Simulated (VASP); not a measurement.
Runs of VASP 6.6.1 on Pt. The structure is that of space group P6_3/mmc (No. 194), or close to it. The cells are those of the table. This isn't the form of Pt at room conditions, which is fcc.

```csv
spin,fixed moment (μB),cell,gap on the mesh (eV),pressure (GPa),moment (μB)
collinear,0.4,"a = 2.708, b = 2.708, c = 4.677 Å, angles 90.0, 90.0, 120.0°, 2 atoms",-,0.0,0.40
off,-,"a = 2.748, b = 2.748, c = 4.746 Å, angles 90.0, 90.0, 120.0°, 2 atoms",none,(a),-
collinear,0.6,"a = 2.787, b = 2.787, c = 4.813 Å, angles 90.0, 90.0, 120.0°, 2 atoms",-,-20.5,0.60
collinear,0.9,"a = 2.667, b = 2.667, c = 4.605 Å, angles 90.0, 90.0, 120.0°, 2 atoms",-,16.7,0.90
collinear,0.3,"a = 2.667, b = 2.667, c = 4.605 Å, angles 90.0, 90.0, 120.0°, 2 atoms",-,15.6,0.30
collinear,0.9,"a = 2.825, b = 2.825, c = 4.878 Å, angles 90.0, 90.0, 120.0°, 2 atoms",-,-26.7,0.90
collinear,0.3,"a = 2.708, b = 2.708, c = 4.677 Å, angles 90.0, 90.0, 120.0°, 2 atoms",-,(c),0.30
collinear,0.9,"a = 2.748, b = 2.748, c = 4.746 Å, angles 90.0, 90.0, 120.0°, 2 atoms",-,(b),0.90
collinear,0.6,"a = 2.667, b = 2.667, c = 4.605 Å, angles 90.0, 90.0, 120.0°, 2 atoms",-,16.0,0.60
off,-,"a = 2.535, b = 2.535, c = 4.377 Å, angles 90.0, 90.0, 120.0°, 2 atoms",none,100.7,-
```

Alike in all rows: task single point; level LDA; potentials or basis VASP PAW LDA potentials, release 64 (Pt_sv_GW); k mesh 21 × 21 × 10; cutoff (eV) 570; smearing gaussian 0.15 eV.

Task: Estimate the missing entries.

Result: (a) -12.1; (b) -11.1; (c) -0.1.

Caveats: spin-orbit coupling is left out, which moves the levels of the heavy elements; the total moment is fixed, so each spin has its own Fermi level and the state may be an excited one (at least some runs); the cell stands under tension (at least some runs); the cell stands under pressure (at least some runs); the stress differs along the axes, from 12 to 19 GPa (at least some runs); the stress differs along the axes, from 92 to 105 GPa (at least some runs).

A k mesh can miss the band edges, and the runs leave out spin-orbit coupling on Pt.

A gap of «none» marks levels without a gap at the run's occupations.
